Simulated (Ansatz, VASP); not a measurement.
**PdPtSe2 in VASP and in Ansatz**

```xyz
4
Lattice="3.9135 0.0000 0.0000 -1.9568 3.3892 0.0000 0.0000 0.0000 5.7365" Properties=species:S:1:pos:R:3 pbc="T T T"
Pd    0.0000    0.0000    2.8682
Pt    0.0000    0.0000    0.0000
Se    0.0000    2.2595    4.4015
Se    1.9568    1.1297    1.3350
```

Alike in both runs: task relaxation of cell and atoms; functional PBE; k mesh 12 × 12 × 8; occupations fermi-dirac, width 0.15 eV; no spin polarisation.

|  | VASP | Ansatz |
| --- | --- | --- |
| version | VASP 6.6.1 | Ansatz 0.2.0 |
| potentials or method | VASP PAW PBE potentials, release 64 (Pd, Pt, Se), cutoff 600 eV | scalar-relativistic, plane waves, PAW |
| valence electrons in the cell | 32 | 68 |

Ansatz gave:

* gap on the k mesh at the Fermi level, each at its own relaxed structure (eV): none
* relaxed volume (Å³/atom): 19.04
* relaxed cell length with the largest relative difference (Å): 5.712

**Question.** What did VASP give for the same quantities?

**Answer.** gap on the k mesh at the Fermi level, each at its own relaxed structure (eV): none; relaxed volume (Å³/atom): 19.03; relaxed cell length with the largest relative difference (Å): 5.708.

A gap of «none» marks a metal or a gap that the smearing closes. VASP's potentials hold 32 valence electrons a cell and Ansatz's 68, so a difference there can come from the potentials and not from the codes.

Neither program's run includes spin-orbit coupling.
